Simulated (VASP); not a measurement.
# Au in VASP: notebook, part 2 of 2

VASP 6.6.1. Earlier steps stand in the parts before.

## 5. Single point, PBE

Contents of INCAR:

```
ALGO     = Fast           # electronic algorithm
EDIFF    = 1E-6           # SCF threshold, eV
ENCUT    = 520            # plane-wave cutoff, eV
GGA      = PE             # functional
ISIF     = 2              # what is computed and relaxed
ISMEAR   = 0              # smearing method
LASPH    = T              # aspherical terms in the spheres
LCHARG   = T              # write CHGCAR
LELF     = T              # ELF
LREAL    = F              # projectors in reciprocal space
LVHAR    = T            
LWAVE    = F              # write WAVECAR
NBANDS   = 48             # bands
NELM     = 80             # most SCF steps
PREC     = Accurate       # precision mode
SIGMA    = 0.1            # smearing width, eV
```

Contents of KPOINTS:

```
k-points
0
Gamma
  12 8 1
```

Contents of POSCAR:

```
Au
1.0
    2.9402155410      0.0000000000      0.0000000000
    0.0000000000      4.1580926944      0.0000000000
    0.0000000000      0.0000000000     23.8206466230
Au
7
Direct
    0.5000000000      0.5000000000      0.3148529139
    0.0000000000      0.0000000000      0.3765686093
    0.5000000000      0.5000000000      0.4382843046
    0.0000000000      0.0000000000      0.5000000000
    0.5000000000      0.5000000000      0.5617156954
    0.0000000000      0.0000000000      0.6234313907
    0.5000000000      0.5000000000      0.6851470861
```

Started as:

```console
$ cat potpaw_PBE.64/Au/POTCAR > POTCAR
$ mpirun -np 1 vasp_std > vasp.out
```

Wall time 9.2 min (1 thread of Oxide Virtual Turin-like, shared host); peak memory 0.54 GiB.

Results (log left out):

- Free energy: -21.1042 eV
- Largest force: 0.432 eV/Å
- Band gap on the k mesh: zero (an odd number of electrons rules out a gap without spin polarisation)

Forces on the atoms (eV/Å):
```
Au   0.000  0.000  0.427
Au   0.000  0.000 -0.432
Au   0.000  0.000  0.043
Au   0.000  0.000  0.000
Au   0.000  0.000 -0.043
Au   0.000  0.000  0.432
Au   0.000  0.000 -0.427
```

Levels at points of the mesh, in eV from the Fermi level:
| k point | band 36 | band 37 | band 38 | band 39 | band 40 | band 41 | band 42 | band 43 |
| --- | --- | --- | --- | --- | --- | --- | --- | --- |
| (0.00, 0.00, 0.00) | -1.89 | -1.72 | -1.59 | -1.12 | 0.39 | 2.11 | 2.37 | 4.06 |
| (0.50, 0.00, 0.00) | -0.16 | -0.12 | 0.26 | 0.32 | 0.83 | 1.20 | 1.72 | 3.56 |
| (0.00, 0.50, 0.00) | -1.85 | -1.80 | -1.77 | -1.76 | -1.44 | -0.71 | 0.10 | 0.78 |
| (0.50, 0.50, 0.00) | 0.23 | 0.33 | 1.99 | 2.23 | 2.86 | 2.87 | 3.01 | 3.14 |

Caveat: there is no dipole correction, which matters where the two faces differ; spin-orbit coupling is left out, which moves the levels of the heavy elements.

## 6. Single point, PBE

This run uses another cell than the first one.

Contents of INCAR:

```
SYSTEM = Au
PREC = Accurate
ENCUT = 520
EDIFF = 1E-6
ISMEAR = 0
SIGMA = 0.1
LREAL = .FALSE.
LASPH = .TRUE.
NELM = 100
ALGO = Fast
ISIF = 2
LWAVE = .FALSE.
LCHARG = .FALSE.
LDIPOL = .TRUE.
IDIPOL = 3
DIPOL = 0.5 0.5 0.500
GGA = PE
NBANDS = 48
```

Contents of KPOINTS:

```
regular mesh
0
G
  12 8 1
  0 0 0
```

Contents of POSCAR:

```
Au
1.0
    2.9402155410      0.0000000000      0.0000000000
    0.0000000000      4.1580926944      0.0000000000
    0.0000000000      0.0000000000     30.8206466230
Au
7
Direct
    0.5000000000      0.5000000000      0.3569036086
    0.0000000000      0.0000000000      0.4046024058
    0.5000000000      0.5000000000      0.4523012029
    0.0000000000      0.0000000000      0.5000000000
    0.5000000000      0.5000000000      0.5476987971
    0.0000000000      0.0000000000      0.5953975942
    0.5000000000      0.5000000000      0.6430963914
```

Potentials or basis: VASP PAW PBE potentials, release 64 (Au).

Started as:

```console
$ cat potpaw_PBE.64/Au/POTCAR > POTCAR
$ mpirun -np 1 vasp_std > vasp.out
```

OUTCAR:

```text
SYSTEM = Au
   PREC = Accurate
   ENCUT = 520
   EDIFF = 1E-6
   ISMEAR = 0
   LREAL = .FALSE.
   LASPH = .TRUE.
   NELM = 100
   ISIF = 2
   GGA = PE

 ion  position               nearest neighbor table
   1  0.500  0.500  0.357-   2 2.94   2 2.94   2 2.94   2 2.94   3 2.94
   2  0.000  0.000  0.405-   4 2.94   3 2.94   3 2.94   3 2.94   3 2.94   1 2.94   1 2.94   1 2.94
                             1 2.94
   3  0.500  0.500  0.452-   5 2.94   4 2.94   4 2.94   4 2.94   4 2.94   2 2.94   2 2.94   2 2.94
                             2 2.94   1 2.94
   4  0.000  0.000  0.500-   2 2.94   6 2.94   5 2.94   3 2.94   3 2.94   5 2.94   3 2.94   5 2.94
                             3 2.94   5 2.94
   5  0.500  0.500  0.548-   3 2.94   4 2.94   4 2.94   4 2.94   4 2.94   6 2.94   6 2.94   6 2.94
                             6 2.94   7 2.94
   6  0.000  0.000  0.595-   4 2.94   5 2.94   5 2.94   5 2.94   5 2.94   7 2.94   7 2.94   7 2.94
                             7 2.94
   7  0.500  0.500  0.643-   6 2.94   6 2.94   6 2.94   6 2.94   5 2.94

  LATTYP: Found a simple orthorhombic cell.
 ALAT       =     2.9402155410
[... 209 lines left out ...]
      2      -8.2219      2.00000
      3      -6.8807      2.00000
      4      -6.7769      2.00000
      5      -6.4531      2.00000
      6      -6.3256      2.00000
[... 1213 lines left out ...]
     47       5.7082      0.00000
     48       6.2582      0.00000

 [... further k-points ...]

------------------------ aborting loop because EDIFF is reached ----------------------------------------

 vacuum level on the upper side and lower side of the slab       (xc-potential included)        -0.006        -0.006

  FORCE on cell =-STRESS in cart. coord.  units (eV):
  Direction    XX          YY          ZZ          XY          YZ          ZX
  --------------------------------------------------------------------------------------
  -------------------------------------------------------------------------------------
  Total       -4.4728758     -2.8304465     -1.4363852     -0.0000000      0.0000000      0.0000000
  in kB      -19.0187660    -12.0351206     -6.1075416     -0.0000000      0.0000000      0.0000000
  external PRESSURE =     -12.3871427 kB  Pullay stress =       0.0000000 kB

 VOLUME and BASIS-vectors are now :
 -----------------------------------------------------------------------------
  energy-cutoff  :      520.00
  volume of cell :      376.80
      direct lattice vectors                 reciprocal lattice vectors
     2.940215541  0.000000000  0.000000000     0.340111120  0.000000000  0.000000000
     0.000000000  4.158092694  0.000000000     0.000000000  0.240494879  0.000000000
     0.000000000  0.000000000 30.820646623     0.000000000  0.000000000  0.032445783

 POSITION                                       TOTAL-FORCE (eV/Angst)
 -----------------------------------------------------------------------------------
      1.47011      2.07905     11.00000         0.000000      0.000000      0.427016
      0.00000      0.00000     12.47011         0.000000      0.000000     -0.431056
      1.47011      2.07905     13.94022         0.000000      0.000000      0.043600
      0.00000      0.00000     15.41032         0.000000      0.000000      0.000000
      1.47011      2.07905     16.88043         0.000000      0.000000     -0.043600
      0.00000      0.00000     18.35054         0.000000      0.000000      0.431056
      1.47011      2.07905     19.82065         0.000000      0.000000     -0.427016
 -----------------------------------------------------------------------------------
    total drift:                               -0.000000     -0.000000      0.000000

  FREE ENERGIE OF THE ION-ELECTRON SYSTEM (eV)
  ---------------------------------------------------
  free  energy   TOTEN  =       -21.1061102356 eV

  energy  without entropy=      -21.0964437847  energy(sigma->0) =      -21.10127701

 vacuum level on the upper side and lower side of the slab         4.491         4.491
```

OSZICAR:

```text
N       E                     dE             d eps       ncg     rms          rms(c)
DAV:   1     0.524241058777E+03    0.52424E+03   -0.32794E+04  3368   0.133E+03
DAV:   2     0.694941981491E+01   -0.51729E+03   -0.47801E+03  4080   0.269E+02
DAV:   3    -0.221693199488E+02   -0.29119E+02   -0.27894E+02  3912   0.598E+01
DAV:   4    -0.227951277538E+02   -0.62581E+00   -0.62409E+00  4016   0.898E+00
DAV:   5    -0.228103441445E+02   -0.15216E-01   -0.15212E-01  4008   0.139E+00    0.181E+01
RMM:   6    -0.212164746250E+02    0.15939E+01   -0.45386E+00  3526   0.103E+01    0.128E+01
RMM:   7    -0.212271777792E+02   -0.10703E-01   -0.12300E+00  3575   0.435E+00    0.498E+00
RMM:   8    -0.211637777796E+02    0.63400E-01   -0.48683E-01  3782   0.273E+00    0.214E+00
RMM:   9    -0.211076071690E+02    0.56171E-01   -0.54083E-02  3516   0.107E+00    0.406E-01
RMM:  10    -0.211060631484E+02    0.15440E-02   -0.63304E-03  3705   0.323E-01    0.121E-01
RMM:  11    -0.211061047970E+02   -0.41649E-04   -0.88361E-04  3885   0.106E-01    0.700E-02
RMM:  12    -0.211061091396E+02   -0.43426E-05   -0.16412E-04  3797   0.534E-02    0.128E-02
RMM:  13    -0.211061111247E+02   -0.19850E-05   -0.42038E-05  4078   0.231E-02    0.915E-03
RMM:  14    -0.211061102356E+02    0.88906E-06   -0.73155E-06  3281   0.101E-02
   1 F= -.21106110E+02 E0= -.21101277E+02  d E =-.966645E-02
```

stdout:

```text
POSCAR found type information on POSCAR Au
 POSCAR found :  1 types and       7 ions
 scaLAPACK will be used
 LDA part: xc-table for (Slater+PW92), standard interpolation
 POSCAR, INCAR and KPOINTS ok, starting setup
 FFT: planning ... GRIDC
 FFT: planning ... GRID_SOFT
 FFT: planning ... GRID
 WAVECAR not read
 entering main loop
```

It took 16 min on 1 thread of Oxide Virtual Turin-like, shared host; peak memory 0.68 GiB.

Results:

```
Free energy            : -21.1061 eV
Largest force          : 0.431 eV/Å
Band gap on the k mesh : zero (an odd number of electrons rules out a gap without spin polarisation)
```

Forces on the atoms (eV/Å):
```
Au   0.000  0.000  0.427
Au   0.000  0.000 -0.431
Au   0.000  0.000  0.044
Au   0.000  0.000  0.000
Au   0.000  0.000 -0.044
Au   0.000  0.000  0.431
Au   0.000  0.000 -0.427
```

Levels at points of the mesh, in eV from the Fermi level:
| k point | band 37 | band 38 | band 39 | band 40 | band 41 | band 42 |
| --- | --- | --- | --- | --- | --- | --- |
| (0.00, 0.00, 0.00) | -1.72 | -1.59 | -1.12 | 0.39 | 2.11 | 2.37 |
| (0.50, 0.00, 0.00) | -0.12 | 0.26 | 0.32 | 0.83 | 1.20 | 1.72 |
| (0.00, 0.50, 0.00) | -1.80 | -1.77 | -1.76 | -1.44 | -0.71 | 0.10 |
| (0.50, 0.50, 0.00) | 0.33 | 1.99 | 2.23 | 2.86 | 2.87 | 3.01 |

Caveat: spin-orbit coupling is left out, which moves the levels of the heavy elements.

## 7. Summary

```csv
cell,dipole correction,electric field (eV/Å),gap on the mesh (eV),largest force (eV/Å)
"a = 2.940, b = 4.158, c = 23.821 Å, 7 atoms",yes,-0.6 eV/Å,none,0.43
"a = 2.940, b = 4.158, c = 23.821 Å, 7 atoms",no,-,none,0.43
"a = 2.940, b = 4.158, c = 30.821 Å, 7 atoms",yes,-,none,0.43
```

Alike in all rows: task single point; level PBE; potentials or basis VASP PAW PBE potentials, release 64 (Au); no spin polarisation; k mesh 12 × 8 × 1; cutoff (eV) 520; smearing gaussian 0.1 eV.

Caveats: spin-orbit coupling is left out, which moves the levels of the heavy elements; there is no dipole correction, which matters where the two faces differ (at least some runs).

Absolute energies hang on the potentials; compare differences alone.
